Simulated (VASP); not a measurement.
Input of a VASP 6.6.1 run:

Contents of POSCAR:

```
Co
1.0
    2.5190164704      0.0000000000      0.0000000000
   -1.2595082352      2.1815322559      0.0000000000
    0.0000000000      0.0000000000      8.2468668932
Co
4
Direct
    0.6666666667      0.3333333333      0.7500000000
    0.0000000000      0.0000000000      0.5000000000
    0.3333333333      0.6666666667      0.2500000000
    0.0000000000      0.0000000000      0.0000000000
```

Contents of INCAR.step1:

```
SYSTEM = Co
ALGO = Normal ; EDIFF = 1E-4
ENCUT = 520 ; GGA = PE
ISMEAR = -1 ; ISPIN = 2
LASPH = .True. ; LCHARG = .False.
LMAXMIX = 4 ; LREAL = .False.
LWAVE = .True. ; MAGMOM = 2 2 2 2
NBANDS = 30 ; NELM = 150
PREC = Accurate ; SIGMA = 0.05
```

File INCAR.step2:

```
SYSTEM = Co
ALGO = Normal ; EDIFF = 1E-7
ENCUT = 520 ; ISIF = 2
ISMEAR = -1 ; ISPIN = 2
ISTART = 1 ; LASPH = .True.
LCHARG = .False. ; LMAXMIX = 4
LMIXTAU = .True. ; LORBIT = 11
LREAL = .False. ; LWAVE = .False.
MAGMOM = 2 2 2 2 ; METAGGA = R2SCAN
NBANDS = 30 ; NELM = 150
PREC = Accurate ; SIGMA = 0.05
```

Contents of KPOINTS:

```
k-points
0
Gamma
  12 12 4
  0 0 0
```

Potentials or basis: VASP PAW PBE potentials, release 64 (Co).

Launch:

```sh
$ cat potpaw_PBE.64/Co/POTCAR > POTCAR
$ cp INCAR.step1 INCAR
$ mpirun -np 1 vasp_std > vasp.out
$ cp INCAR.step2 INCAR
$ mpirun -np 1 vasp_std > vasp.out
```

(1) Predict the pressure.

(2) What does it give for the site moments?

Results:

(1) -11.8 GPa.

(2) Co +1.87, +1.83 (each value once) μB.

Caveat: the cell stands under tension; the PAW data sets were made with another functional, which shifts forces and pressure a little.
